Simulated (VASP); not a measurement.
# Sc2W (P6/mmm) in VASP: single point with PBE

Aim: the single point of Sc2W with PBE.

Everything below comes from runs of VASP 6.6.1. Logs are shortened: lines on timing, memory, paths and dates and some standing lists are left out, and cuts for length are marked.

**1. The cell of the first run**

It takes space group P6/mmm (No. 191, hexagonal). Conventional cell: a = 4.799 Å, b = 4.799 Å, c = 6.048 Å, α = 90.00°, β = 90.00°, γ = 120.00°. Sc (site symmetry 6mm) has 8 Sc at 2.87 to 3.20 Å and 6 W at 3.12 Å within 3.8 Å. Sc (site symmetry -6m2) has 9 Sc at 2.77 to 3.20 Å and 2 W at 3.02 Å within 3.7 Å. W (site symmetry -6m2) has 3 W at 2.77 Å and 8 Sc at 3.02 to 3.12 Å within 3.7 Å.

**2. Single point, PBE, collinear spin**

INCAR

```
  ALGO = Normal
  EDIFF = 1E-6
  ENCUT = 520
  GGA = PE
  ISIF = 2
  ISMEAR = 0
  ISPIN = 2
  LASPH = T
  LCHARG = F
  LMAXMIX = 4
  LORBIT = 11
  LREAL = F
  LWAVE = F
  MAGMOM = 1 1 1 1 0 0
  NBANDS = 49
  NELM = 150
  PREC = Accurate
  SIGMA = 0.1
```

KPOINTS

```
k-points
0
Gamma
  6 6 4
```

POSCAR

```
Sc2W
1.0
    4.7992317971      0.0000000000      0.0000000000
   -2.3996158986      4.1562566550      0.0000000000
    0.0000000000      0.0000000000      6.0483883188
Sc W
4 2
Direct
    0.0000000000      0.0000000000      0.7369138427
    0.0000000000      0.0000000000      0.2630861573
    0.3333333333      0.6666666667      0.0000000000
    0.6666666667      0.3333333333      0.0000000000
    0.3333333333      0.6666666667      0.5000000000
    0.6666666667      0.3333333333      0.5000000000
```

Potentials or basis: VASP PAW PBE potentials, release 64 (Sc_sv, W_sv).

Command:

```sh
$ cat potpaw_PBE.64/Sc_sv/POTCAR potpaw_PBE.64/W_sv/POTCAR > POTCAR
$ mpirun -np 1 vasp_std > vasp.out
```

OUTCAR:

```text
EDIFF = 1E-6
   ENCUT = 520
   GGA = PE
   ISIF = 2
   ISMEAR = 0
   ISPIN = 2
   LASPH = T
   LORBIT = 11
   LREAL = F
   NELM = 150
   PREC = Accurate

 ion  position               nearest neighbor table
   1  0.000  0.000  0.737-   2 2.87   5 3.12   6 3.12   6 3.12   5 3.12   6 3.12   5 3.12   2 3.18
                             3 3.20   4 3.20   3 3.20   4 3.20   4 3.20   3 3.20
   2  0.000  0.000  0.263-   1 2.87   5 3.12   6 3.12   6 3.12   5 3.12   6 3.12   5 3.12   1 3.18
                             4 3.20   3 3.20   3 3.20   4 3.20   4 3.20   3 3.20
   3  0.333  0.667  0.000-   4 2.77   4 2.77   4 2.77   5 3.02   5 3.02   1 3.20   2 3.20   2 3.20
                             1 3.20   2 3.20   1 3.20
   4  0.667  0.333  0.000-   3 2.77   3 2.77   3 2.77   6 3.02   6 3.02   1 3.20   2 3.20   1 3.20
                             2 3.20   1 3.20   2 3.20
   5  0.333  0.667  0.500-   6 2.77   6 2.77   6 2.77   3 3.02   3 3.02   1 3.12   2 3.12   2 3.12
                             1 3.12   2 3.12   1 3.12
   6  0.667  0.333  0.500-   5 2.77   5 2.77   5 2.77   4 3.02   4 3.02   1 3.12   2 3.12   1 3.12
                             2 3.12   1 3.12   2 3.12

  LATTYP: Found a hexagonal cell.
 ALAT       =     4.7992317971
 C/A-ratio  =     1.2602825982

  Lattice vectors:

 A1 = (   4.7992317971,   0.0000000000,   0.0000000000)
 A2 = (  -2.3996158986,   4.1562566550,   0.0000000000)
 A3 = (   0.0000000000,   0.0000000000,   6.0483883188)

Analysis of symmetry for initial positions (statically):
=====================================================================
 Subroutine PRICEL returns:
 Original cell was already a primitive cell.

 Routine SETGRP: Setting up the symmetry group for a
 hexagonal supercell.

 Subroutine GETGRP returns: Found 24 space group operations
 (whereof 24 operations were pure point group operations)
 out of a pool of 24 trial point group operations.

The static configuration has the point symmetry D_6h.

Analysis of symmetry for dynamics (positions and initial velocities):
=====================================================================
 Subroutine PRICEL returns:
 Original cell was already a primitive cell.

 Routine SETGRP: Setting up the symmetry group for a
 hexagonal supercell.

 Subroutine GETGRP returns: Found 24 space group operations
 (whereof 24 operations were pure point group operations)
 out of a pool of 24 trial point group operations.

The dynamic configuration has the point symmetry D_6h.

Analysis of structural, dynamic, and magnetic symmetry:
=====================================================================
 Subroutine PRICEL returns:
 Original cell was already a primitive cell.

 Routine SETGRP: Setting up the symmetry group for a
 hexagonal supercell.

 Subroutine GETGRP returns: Found 24 space group operations
 (whereof 24 operations were pure point group operations)
 out of a pool of 24 trial point group operations.

The overall configuration has the point symmetry D_6h.

 Subroutine INISYM returns: Found 24 space group operations
 (whereof 24 operations are pure point group operations),
 and found     1 'primitive' translations

----------------------------------------------------------------------------------------

                                     Primitive cell

  volume of cell :     120.6462

  direct lattice vectors                    reciprocal lattice vectors
     4.799231797  0.000000000  0.000000000     0.208366681  0.120300559  0.000000000
    -2.399615899  4.156256655  0.000000000     0.000000000  0.240601119  0.000000000
     0.000000000  0.000000000  6.048388319     0.000000000  0.000000000  0.165333300

  length of vectors
     4.799231797  4.799231797  6.048388319     0.240601119  0.240601119  0.165333300

  position of ions in fractional coordinates (direct lattice)
     0.000000000  0.000000000  0.736913843
     0.000000000  0.000000000  0.263086157
     0.333333333  0.666666667  0.000000000
     0.666666667  0.333333333  0.000000000
     0.333333333  0.666666667  0.500000000
     0.666666667  0.333333333  0.500000000

  ion indices of the primitive-cell ions
   primitive index   ion index
                 1           1
[... 54 lines left out ...]
  0.333333  0.333333  0.500000      2.000000
   k-points           NKPTS =     21   k-points in BZ     NKDIM =     21   number of bands    NBANDS=     49
   number of dos      NEDOS =    301   number of ions     NIONS =      6
   total plane-waves  NPLWV =  62208
   dimension x,y,z NGX =    36 NGY =   36 NGZ =   48
   dimension x,y,z NGXF=    72 NGYF=   72 NGZF=   96
   ions per type =               4   2
   NGX,Y,Z   is equivalent  to a cutoff of  12.47, 12.47, 13.19 a.u.
   NGXF,Y,Z  is equivalent  to a cutoff of  24.94, 24.94, 26.39 a.u.
 SYSTEM =  unknown system
   PREC   = accura    normal or accurate (medium, high low for compatibility)
   ISTART =      0    job   : 0-new  1-cont  2-samecut
   ICHARG =      2    charge: 1-file 2-atom 10-const
   ISPIN  =      2    spin polarized calculation?
   LNONCOLLINEAR =      F non collinear calculations
   LSORBIT =      F    spin-orbit coupling
   LASPH  =      T    aspherical Exc in radial PAW
   ENCUT  =  520.0 eV  38.22 Ry    6.18 a.u.   8.92  8.92 11.25*2*pi/ulx,y,z
   NELM   =    150;   NELMIN=  2; NELMDL= -5     # of ELM steps
   EDIFF  = 0.1E-05   stopping-criterion for ELM
   LREAL  =      F    real-space projection
   EDIFFG = 0.1E-04   stopping-criterion for IOM
   NSW    =      0    number of steps for IOM
   IBRION =     -1    ionic relax: 0-MD 1-quasi-New 2-CG
   NFREE  =      0    steps in history (QN), initial steepest desc. (CG)
   ISIF   =      2    stress and relaxation
   ISYM   =      2    0-nonsym 1-usesym 2-fastsym
   POTIM  = 0.5000    time-step for ionic-motion
   TEBEG  =    0.0;   TEEND  =   0.0 temperature during run
   PSTRESS=    0.0 pullay stress
   NELECT =      72.0000    total number of electrons
   NUPDOWN=      -1.0000    fix difference up-down
   EMIN   =  10.00;   EMAX   =-10.00  energy-range for DOS
   EFERMI =   0.00;   METHOD = LEGACY
   ISMEAR =     0;   SIGMA  =   0.10  broadening in eV -4-tet -1-fermi 0-gaus
   EFERMI_NEDOS =   21; number of points for ismear=-14 and -15
   IALGO  =     38    algorithm
   IMIX   =      4    mixing-type and parameters
     AMIX     =   0.40;   BMIX     =  1.00
     AMIX_MAG =   1.60;   BMIX_MAG =  1.00
  volume/ion in A,a.u.               =      20.11       135.69
  Fermi-wavevector in a.u.,A,eV,Ry     =   1.378313  2.604633 25.847611  1.899746
  Thomas-Fermi vector in A             =   2.503386
   LORBIT       =     11    0 simple, 1 ext, 2 COOP (PROOUT), +10 PAW based schemes
   GGA     = PE    functional components
   LHFCALC =     F    Hartree Fock is set to
   AEXX    =    0.0000 exact exchange contribution
   IVDW    =     0    specifies the selected vdW correction
   LEPSILON=     F    determine dielectric tensor
   LRPA    =     F    only Hartree local field effects (RPA)
 spin polarized calculation
 Gauss-broadening in eV      SIGMA  =   0.10
  energy-cutoff  :      520.00
  volume of cell :      120.65
 maximum number of plane-waves:      3264
 NGX is ok and might be reduce to    36
   NGX = 17   NGY = 17   NGZ = 23

 number of electron      71.9999987 magnetization      -0.0152185

 number of electron      71.9999987 magnetization       0.0006449

 Free energy of the ion-electron system (eV)
  ---------------------------------------------------
  ext. energy  EPLUGINS =         0.00000000
  ---------------------------------------------------
  free energy    TOTEN  =       -49.18055092 eV

  energy without entropy =      -49.15658252  energy(sigma->0) =      -49.16856672

 E-fermi :   5.9526     XC(G=0): -11.2366

 val. band max:        5.9290253067   @ k =   0.5000  -0.0000   0.2500
 cond. band min:       5.9915664971   @ k =   0.3333   0.1667   0.0000
 fundamental gap:      0.0625411905
 Fermi energy:         5.9526322648

 spin component 1

 k-point     1 :       0.0000    0.0000    0.0000
  band No.  band energies     occupation
      1     -67.7610      1.00000
      2     -67.6859      1.00000
      3     -43.1910      1.00000
      4     -43.1251      1.00000
      5     -42.9852      1.00000
      6     -42.7971      1.00000
[... 1060 lines left out ...]
     47       8.3414      0.00000
     48       9.2361      0.00000
 Fermi energy:         5.9526322648

 spin component 2

 k-point     1 :       0.0000    0.0000    0.0000
  band No.  band energies     occupation
      1     -67.7612      1.00000
      2     -67.6861      1.00000
      3     -43.1909      1.00000
      4     -43.1249      1.00000
      5     -42.9849      1.00000
      6     -42.7968      1.00000
[... 1060 lines left out ...]
     47       8.3411      0.00000
     48       9.2363      0.00000
 [bands above 48 left out]

------------------------ aborting loop because EDIFF is reached ----------------------------------------

  FORCE on cell =-STRESS in cart. coord.  units (eV):
  Direction    XX          YY          ZZ          XY          YZ          ZX
  --------------------------------------------------------------------------------------
  -------------------------------------------------------------------------------------
  Total       -0.0303080     -0.0303080      0.1400089      0.0000000      0.0000000     -0.0000000
  in kB       -0.4024885     -0.4024885      1.8593127      0.0000000      0.0000000     -0.0000000
  external PRESSURE =       0.3514452 kB  Pullay stress =       0.0000000 kB

 VOLUME and BASIS-vectors are now :
 -----------------------------------------------------------------------------
  energy-cutoff  :      520.00
  volume of cell :      120.65
      direct lattice vectors                 reciprocal lattice vectors
     4.799231797  0.000000000  0.000000000     0.208366681  0.120300559  0.000000000
    -2.399615899  4.156256655  0.000000000     0.000000000  0.240601119  0.000000000
     0.000000000  0.000000000  6.048388319     0.000000000  0.000000000  0.165333300

 POSITION                                       TOTAL-FORCE (eV/Angst)
 -----------------------------------------------------------------------------------
      0.00000      0.00000      4.45714         0.000000      0.000000      0.002513
      0.00000      0.00000      1.59125         0.000000      0.000000     -0.002513
     -0.00000      2.77084      0.00000         0.000000      0.000000     -0.000000
      2.39962      1.38542      0.00000        -0.000000      0.000000     -0.000000
     -0.00000      2.77084      3.02419        -0.000000     -0.000000     -0.000000
      2.39962      1.38542      3.02419         0.000000      0.000000     -0.000000
 -----------------------------------------------------------------------------------
    total drift:                                0.000000      0.000000      0.000000

  FREE ENERGIE OF THE ION-ELECTRON SYSTEM (eV)
  ---------------------------------------------------
  free  energy   TOTEN  =       -49.1805509210 eV

  energy  without entropy=      -49.1565825242  energy(sigma->0) =      -49.16856672

 total charge

# of ion       s       p       d       tot
------------------------------------------
    1        2.276   6.166   1.024   9.467
    2        2.276   6.166   1.024   9.467
    3        2.289   6.110   1.223   9.622
    4        2.289   6.110   1.223   9.622
    5        2.416   6.211   3.250  11.878
    6        2.416   6.211   3.250  11.878
--------------------------------------------------
tot         13.963  36.976  10.993  61.933

 magnetization (x)

# of ion       s       p       d       tot
------------------------------------------
    1        0.000   0.000   0.000   0.000
    2        0.000   0.000   0.000   0.000
    3        0.000   0.000   0.000   0.000
    4        0.000   0.000   0.000   0.000
    5       -0.000  -0.000  -0.000  -0.000
    6       -0.000  -0.000  -0.000  -0.000
--------------------------------------------------
tot          0.000   0.000  -0.000  -0.000
```

Wall time 4 min (1 thread of Intel Xeon Platinum 8259CL at 2.50GHz (Skylake/Cascade Lake), shared host); peak memory 0.39 GiB.

What came out:

| Quantity | Value |
| --- | --- |
| Free energy | -49.1806 eV |
| Pressure | 0.0 GPa |
| Band gap on the k mesh | zero (filled and empty bands overlap) |
| Net moment | 0.00 μB per cell |
| Valence electrons inside the program's atomic spheres | Sc 9.47, 9.62 (each value once); W 11.88 |

Forces in eV/Å, atoms in the order of the input:
```
Sc   0.000  0.000  0.003
Sc   0.000  0.000 -0.003
Sc   0.000  0.000  0.000
Sc   0.000  0.000  0.000
W    0.000  0.000  0.000
W    0.000  0.000  0.000
```

Caveat: spin-orbit coupling is left out, which moves the levels of the heavy elements.

The gap in the log of VASP goes by the Fermi energy; the results here count the filled bands.